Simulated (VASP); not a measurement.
Here is a VASP 6.6.1 calculation.

INCAR

```
ALGO = Normal ; EDIFF = 1E-6
ENCUT = 910 ; GGA = PE
GGA_COMPAT = F ; ISIF = 2
ISMEAR = 0 ; LASPH = T
LCHARG = F ; LREAL = F
LWAVE = F ; NBANDS = 25
NELM = 120 ; PREC = Accurate
SIGMA = 0.05
```

Contents of KPOINTS:

```
k-points
0
Gamma
  10 10 10
```

Contents of POSCAR:

```
CO2
1.0
   -1.9824135382      1.9824135382      2.9913663684
    1.9824135382     -1.9824135382      2.9913663684
    1.9824135382      1.9824135382     -2.9913663684
C O
2 4
Direct
    0.0000000000      0.0000000000      0.0000000000
    0.7500000000      0.2500000000      0.5000000000
    0.3750000000      0.2893122308      0.4143122308
    0.7106877692      0.1250000000      0.0856877692
    0.8750000000      0.9606877692      0.5856877692
    0.0393122308      0.6250000000      0.9143122308
```

Potentials or basis: VASP PAW PBE potentials, release 64 (C_h, O_h).

The run is started by

```console
$ cat potpaw_PBE.64/C_h/POTCAR potpaw_PBE.64/O_h/POTCAR > POTCAR
$ mpirun -np 1 vasp_std > vasp.out
```

Problem. Estimate the pressure.

Solution. -0.6 GPa.

Problem. Predict the largest force.

Solution. 0.008 eV/Å.

Problem. What does it give for the band gap on the k mesh?

Solution. 7.70 eV (least direct gap 8.12 eV).

Forces on the atoms (eV/Å):
```
C    0.000  0.000  0.000
C    0.000  0.000  0.000
O    0.008  0.000  0.000
O    0.000 -0.008  0.000
O   -0.008  0.000  0.000
O    0.000  0.008  0.000
```

Caveat: the cutoff is under 1.25 times the usual one of these potentials, so pressure, stress and relaxed cells hold a basis-set (Pulay) error. Expect the measured gap to be larger: semilocal functionals such as PBE lack the derivative discontinuity.
